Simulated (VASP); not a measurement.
# Ni in VASP: single point with PBEsol

Aim: the single point of Ni with PBEsol.

Program: VASP 6.6.1. These are calculated values, not measurements. Logs are shortened: lines on timing, memory, paths and dates and some standing lists are left out, and cuts for length are marked.

## Step 1: The cell of the first run

The typed cell holds 2 atoms: a = 3.465 Å, b = 2.449 Å, c = 2.449 Å, α = 90.00°, β = 90.00°, γ = 90.00°.

## Step 2: Single point, PBEsol, collinear spin, ferromagnetic start

Input file INCAR:

```
SYSTEM = Ni
PREC = Accurate
ENCUT = 520
EDIFF = 1E-7
ISMEAR = 0
SIGMA = 0.15
LREAL = .False.
LASPH = .True.
NELM = 150
ALGO = Normal
ISIF = 2
LWAVE = .False.
LCHARG = .False.
ISPIN = 2
MAGMOM = 0.6 0.6
LORBIT = 11
LMAXMIX = 4
GGA = PS
NBANDS = 21
```

Input file KPOINTS:

```
regular mesh
0
Gamma
  12 12 12
  0 0 0
```

Input file POSCAR:

```
Ni
1.0
   -0.0000001778     -3.4645657738     -0.0000041645
   -2.4492682605     -0.0000001778      0.0000000192
    0.0000000192     -0.0000041645     -2.4492308263
Ni
2
Direct
    0.4999997025      0.4999999579      0.5000002106
    0.0000002975      0.0000000421     -0.0000002106
```

Potentials or basis: VASP PAW PBE potentials, release 64 (Ni).

Started as:

```
$ cat potpaw_PBE.64/Ni/POTCAR > POTCAR
$ mpirun -np 1 vasp_std > vasp.out
```

OUTCAR:

```text
SYSTEM = Ni
   PREC = Accurate
   ENCUT = 520
   EDIFF = 1E-7
   ISMEAR = 0
   LREAL = .False.
   LASPH = .True.
   NELM = 150
   ISIF = 2
   ISPIN = 2
   LORBIT = 11
   GGA = PS

 ion  position               nearest neighbor table
   1  0.500  0.500  0.500-   2 2.45   2 2.45   2 2.45   2 2.45   2 2.45   2 2.45   2 2.45   2 2.45

   2  0.000  0.000  1.000-   1 2.45   1 2.45   1 2.45   1 2.45   1 2.45   1 2.45   1 2.45   1 2.45

  LATTYP: Found a simple orthorhombic cell.
 ALAT       =     2.4492308263
 B/A-ratio  =     1.0000152841
 C/A-ratio  =     1.4145525757

  Lattice vectors:

 A1 = (  -0.0000000192,   0.0000041645,   2.4492308263)
 A2 = (  -2.4492682605,  -0.0000001778,   0.0000000192)
 A3 = (  -0.0000001778,  -3.4645657738,  -0.0000041645)

Analysis of symmetry for initial positions (statically):
=====================================================================
 Subroutine PRICEL returns following result:

  LATTYP: Found a body centered orthorhombic cell.
 ALAT       =     2.4492308263
 B/A-ratio  =     1.0000152841
 C/A-ratio  =     1.4145508924

  Lattice vectors:

 A1 = (  -1.2246342572,   1.7322828188,   1.2246185366)
 A2 = (   1.2246340225,   1.7322788321,  -1.2246123089)
 A3 = (  -1.2246340033,  -1.7322829966,  -1.2246185174)

   2 primitive cells build up your supercell.

 Routine SETGRP: Setting up the symmetry group for a
 simple orthorhombic supercell.

 Subroutine GETGRP returns: Found  8 space group operations
 (whereof  8 operations were pure point group operations)
 out of a pool of  8 trial point group operations.

The static configuration has the point symmetry D_2h.

Analysis of symmetry for dynamics (positions and initial velocities):
=====================================================================
 Subroutine PRICEL returns following result:

  LATTYP: Found a body centered orthorhombic cell.
 ALAT       =     2.4492308263
 B/A-ratio  =     1.0000152841
 C/A-ratio  =     1.4145508924

  Lattice vectors:

 A1 = (  -1.2246342572,   1.7322828188,   1.2246185366)
 A2 = (   1.2246340225,   1.7322788321,  -1.2246123089)
 A3 = (  -1.2246340033,  -1.7322829966,  -1.2246185174)

   2 primitive cells build up your supercell.

 Routine SETGRP: Setting up the symmetry group for a
 simple orthorhombic supercell.

 Subroutine GETGRP returns: Found  8 space group operations
 (whereof  8 operations were pure point group operations)
 out of a pool of  8 trial point group operations.

The dynamic configuration has the point symmetry D_2h.

Analysis of structural, dynamic, and magnetic symmetry:
=====================================================================
 Subroutine PRICEL returns following result:

  LATTYP: Found a body centered orthorhombic cell.
 ALAT       =     2.4492308263
 B/A-ratio  =     1.0000152841
 C/A-ratio  =     1.4145508924

  Lattice vectors:

 A1 = (  -1.2246342572,   1.7322828188,   1.2246185366)
 A2 = (   1.2246340225,   1.7322788321,  -1.2246123089)
 A3 = (  -1.2246340033,  -1.7322829966,  -1.2246185174)

   2 primitive cells build up your supercell.

 Routine SETGRP: Setting up the symmetry group for a
 simple orthorhombic supercell.

 Subroutine GETGRP returns: Found  8 space group operations
 (whereof  8 operations were pure point group operations)
 out of a pool of  8 trial point group operations.

The overall configuration has the point symmetry D_2h.

 Subroutine INISYM returns: Found  8 space group operations
 (whereof  8 operations are pure point group operations),
 and found     2 'primitive' translations

----------------------------------------------------------------------------------------

                                     Primitive cell

  volume of cell :      10.3916

  direct lattice vectors                    reciprocal lattice vectors
    -1.224634257  1.732282819  1.224618537    -0.408285228  0.288636776 -0.000000494
     1.224634023  1.732278832 -1.224612309    -0.000000024  0.288637537 -0.408291939
    -1.224634003 -1.732282997 -1.224618517    -0.408285211  0.000000706 -0.408291451

  length of vectors
     2.449535341  2.449529291  2.449535331     0.500008016  0.500013935  0.577406895

  position of ions in fractional coordinates (direct lattice)
     0.999999745  0.999999492  0.999999831

  ion indices of the primitive-cell ions
   primitive index   ion index
                 1           1

----------------------------------------------------------------------------------------

 KPOINTS: regular mesh

Automatic generation of k-mesh.
 Grid dimensions read from file:
 generate k-points for:   12   12   12

 Generating k-lattice:

  Cartesian coordinates                     Fractional coordinates (reciprocal lattice)
     0.000000002 -0.024053038  0.000000041     0.083333333  0.000000000  0.000000000
    -0.034023767  0.000000002 -0.000000000     0.000000000  0.083333333 -0.000000000
    -0.000000000  0.000000041 -0.034024287     0.000000000 -0.000000000  0.083333333

  Length of vectors
     0.024053038  0.034023767  0.034024287

  Shift w.r.t. Gamma in fractional coordinates (k-lattice)
     0.000000000  0.000000000  0.000000000

 Subroutine IBZKPT returns following result:
 ===========================================

 Found    343 irreducible k-points:

 Following reciprocal coordinates:
            Coordinates               Weight
  0.000000  0.000000  0.000000      1.000000
  0.083333  0.000000  0.000000      2.000000
  0.166667 -0.000000  0.000000      2.000000
  0.250000 -0.000000  0.000000      2.000000
  0.333333 -0.000000  0.000000      2.000000
  0.416667 -0.000000  0.000000      2.000000
[... 16 lines left out ...]
  0.083333  0.250000  0.000000      4.000000
  0.166667  0.250000 -0.000000      4.000000
 [... further k-points ...]
   k-points           NKPTS =    343   k-points in BZ     NKDIM =    343   number of bands    NBANDS=     21
   number of dos      NEDOS =    301   number of ions     NIONS =      2
   total plane-waves  NPLWV =   9072
   dimension x,y,z NGX =    28 NGY =   18 NGZ =   18
   dimension x,y,z NGXF=    56 NGYF=   36 NGZF=   36
   ions per type =               2
   NGX,Y,Z   is equivalent  to a cutoff of  13.44, 12.22, 12.22 a.u.
   NGXF,Y,Z  is equivalent  to a cutoff of  26.87, 24.44, 24.44 a.u.
 SYSTEM =  Ni
   PREC   = accura    normal or accurate (medium, high low for compatibility)
   ISTART =      0    job   : 0-new  1-cont  2-samecut
   ICHARG =      2    charge: 1-file 2-atom 10-const
   ISPIN  =      2    spin polarized calculation?
   LNONCOLLINEAR =      F non collinear calculations
   LSORBIT =      F    spin-orbit coupling
   LASPH  =      T    aspherical Exc in radial PAW
   ENCUT  =  520.0 eV  38.22 Ry    6.18 a.u.   6.44  4.55  4.55*2*pi/ulx,y,z
   NELM   =    150;   NELMIN=  2; NELMDL= -5     # of ELM steps
   EDIFF  = 0.1E-06   stopping-criterion for ELM
   LREAL  =      F    real-space projection
   EDIFFG = 0.1E-05   stopping-criterion for IOM
   NSW    =      0    number of steps for IOM
   IBRION =     -1    ionic relax: 0-MD 1-quasi-New 2-CG
   NFREE  =      0    steps in history (QN), initial steepest desc. (CG)
   ISIF   =      2    stress and relaxation
   ISYM   =      2    0-nonsym 1-usesym 2-fastsym
   POTIM  = 0.5000    time-step for ionic-motion
   TEBEG  =    0.0;   TEEND  =   0.0 temperature during run
   PSTRESS=    0.0 pullay stress
   NELECT =      20.0000    total number of electrons
   NUPDOWN=      -1.0000    fix difference up-down
   EMIN   =  10.00;   EMAX   =-10.00  energy-range for DOS
   EFERMI =   0.00;   METHOD = LEGACY
   ISMEAR =     0;   SIGMA  =   0.15  broadening in eV -4-tet -1-fermi 0-gaus
   EFERMI_NEDOS =   21; number of points for ismear=-14 and -15
   IALGO  =     38    algorithm
   IMIX   =      4    mixing-type and parameters
     AMIX     =   0.40;   BMIX     =  1.00
     AMIX_MAG =   1.60;   BMIX_MAG =  1.00
  volume/ion in A,a.u.               =      10.39        70.13
  Fermi-wavevector in a.u.,A,eV,Ry     =   1.616267  3.054302 35.542774  2.612320
  Thomas-Fermi vector in A             =   2.710881
   LORBIT       =     11    0 simple, 1 ext, 2 COOP (PROOUT), +10 PAW based schemes
   GGA     = PS    functional components
   LHFCALC =     F    Hartree Fock is set to
   AEXX    =    0.0000 exact exchange contribution
   IVDW    =     0    specifies the selected vdW correction
   LEPSILON=     F    determine dielectric tensor
   LRPA    =     F    only Hartree local field effects (RPA)
 spin polarized calculation
 Gauss-broadening in eV      SIGMA  =   0.15
  energy-cutoff  :      520.00
  volume of cell :       20.78
 maximum number of plane-waves:       581
 NGX is ok and might be reduce to    28
   NGX = 13   NGY =  9   NGZ =  9

 number of electron      20.0000015 magnetization       1.2300406

 Free energy of the ion-electron system (eV)
  ---------------------------------------------------
  ext. energy  EPLUGINS =         0.00000000
  ---------------------------------------------------
  free energy    TOTEN  =       -12.28806475 eV

  energy without entropy =      -12.24770112  energy(sigma->0) =      -12.26788294

 E-fermi :   9.8444     XC(G=0): -13.7101

 val. band max:        9.8422110234   @ k =  -0.0000   0.1667   0.4167
 cond. band min:       9.8454356539   @ k =   0.4167   0.0833   0.3333
 fundamental gap:      0.0032246305
 Fermi energy:         9.8444327310

 spin component 1

 k-point     1 :       0.0000    0.0000    0.0000
  band No.  band energies     occupation
      1       0.4669      1.00000
      2       4.9051      1.00000
      3       5.4099      1.00000
      4       7.3107      1.00000
      5       7.3118      1.00000
      6       7.3119      1.00000
[... 550 lines left out ...]
      5       7.4872      1.00000
      6       7.5559      1.00000
[... 13 lines left out ...]
     20      37.7145      0.00000
     21      41.1555      0.00000

 [... further k-points ...]

 spin component 2

 k-point     1 :       0.0000    0.0000    0.0000
  band No.  band energies     occupation
      1       0.4584      1.00000
      2       5.2618      1.00000
      3       5.9887      1.00000
      4       8.0184      1.00000
      5       8.0207      1.00000
      6       8.0208      1.00000
[... 550 lines left out ...]
      5       8.0545      1.00000
      6       8.2323      1.00000
[... 13 lines left out ...]
     20      37.8034      0.00000
     21      41.1538      0.00000

 [... further k-points ...]
[... 5 lines left out ...]
  --------------------------------------------------------------------------------------
  -------------------------------------------------------------------------------------
  Total       -0.0230586     -0.0075024     -0.0224877     -0.0000000     -0.0000000      0.0000000
  in kB       -1.7775813     -0.5783593     -1.7335712     -0.0000002     -0.0000036      0.0000000
  external PRESSURE =      -1.3631706 kB  Pullay stress =       0.0000000 kB

 VOLUME and BASIS-vectors are now :
 -----------------------------------------------------------------------------
  energy-cutoff  :      520.00
  volume of cell :       20.78
      direct lattice vectors                 reciprocal lattice vectors
    -0.000000178 -3.464565774 -0.000004164     0.000000021 -0.288636460  0.000000491
    -2.449268260 -0.000000178  0.000000019    -0.408285208  0.000000021 -0.000000003
     0.000000019 -0.000004164 -2.449230826    -0.000000003  0.000000491 -0.408291448

 POSITION                                       TOTAL-FORCE (eV/Angst)
 -----------------------------------------------------------------------------------
     -1.22463     -1.73228     -1.22462        -0.000000      0.000000      0.000000
     -0.00000     -0.00001     -2.44923         0.000000     -0.000000      0.000000
 -----------------------------------------------------------------------------------
    total drift:                               -0.000000     -0.000000     -0.000000

  FREE ENERGIE OF THE ION-ELECTRON SYSTEM (eV)
  ---------------------------------------------------
  free  energy   TOTEN  =       -12.2880647522 eV

  energy  without entropy=      -12.2477011181  energy(sigma->0) =      -12.26788294

 total charge

# of ion       s       p       d       tot
------------------------------------------
    1        0.521   0.545   8.333   9.399
    2        0.521   0.545   8.333   9.399
--------------------------------------------------
tot          1.041   1.091  16.666  18.798

 magnetization (x)

# of ion       s       p       d       tot
------------------------------------------
    1       -0.006  -0.024   0.651   0.621
    2       -0.006  -0.024   0.651   0.621
--------------------------------------------------
tot         -0.013  -0.048   1.301   1.241
```

Run time: 4.5 min. Hardware: 1 thread of AMD EPYC 7R13 (Zen 3), shared host; peak memory 0.27 GiB.

What came out:

```
Free energy                                           : -12.2881 eV
Pressure                                              : -0.1 GPa
Net moment                                            : 1.23 μB per cell
Site moments                                          : Ni +0.62 μB
Valence electrons inside the program's atomic spheres : Ni 9.40
```

Levels at points of the mesh, in eV from the Fermi level:
Spin up:
```
           k point  band 9  band 10  band 11  band 12  band 13  band 14
(0.00, 0.00, 0.00)   -0.52    -0.42    -0.42     2.42     9.61    15.21
(0.50, 0.00, 0.00)   -1.63    -1.63    -0.91    -0.91    19.82    19.82
(0.00, 0.50, 0.00)   -1.41    -1.41     1.06     1.06    11.88    11.88
(0.50, 0.50, 0.00)   -0.57    -0.57    -0.42    -0.42     5.99     5.99
(0.00, 0.00, 0.50)   -1.41    -1.41     1.06     1.06    11.88    11.88
(0.50, 0.00, 0.50)   -0.57    -0.57    -0.42    -0.42     5.99     5.99
(0.00, 0.50, 0.50)   -0.42    -0.42     2.43     2.43     9.62     9.62
(0.50, 0.50, 0.50)   -0.41    -0.41     7.97     7.97     7.97     7.97
```
Spin down:
```csv
k point,band 7,band 8,band 9,band 10,band 11,band 12,band 13,band 14
"(0.00, 0.00, 0.00)",-0.68,-0.68,0.11,0.40,0.40,2.42,9.88,15.24
"(0.50, 0.00, 0.00)",-0.89,-0.89,-0.89,-0.89,-0.30,-0.30,19.91,19.91
"(0.00, 0.50, 0.00)",-1.19,-1.19,-0.64,-0.64,1.62,1.62,12.09,12.09
"(0.50, 0.50, 0.00)",-0.45,-0.45,0.17,0.17,0.17,0.17,6.40,6.40
"(0.00, 0.00, 0.50)",-1.19,-1.19,-0.64,-0.64,1.62,1.62,12.09,12.09
"(0.50, 0.00, 0.50)",-0.45,-0.45,0.17,0.17,0.17,0.17,6.40,6.40
"(0.00, 0.50, 0.50)",0.40,0.40,0.40,0.40,2.42,2.42,9.89,9.89
"(0.50, 0.50, 0.50)",-0.79,-0.79,0.40,0.40,8.16,8.16,8.16,8.16
```

Caveat: the PAW data sets were made with another functional, which shifts forces and pressure a little.
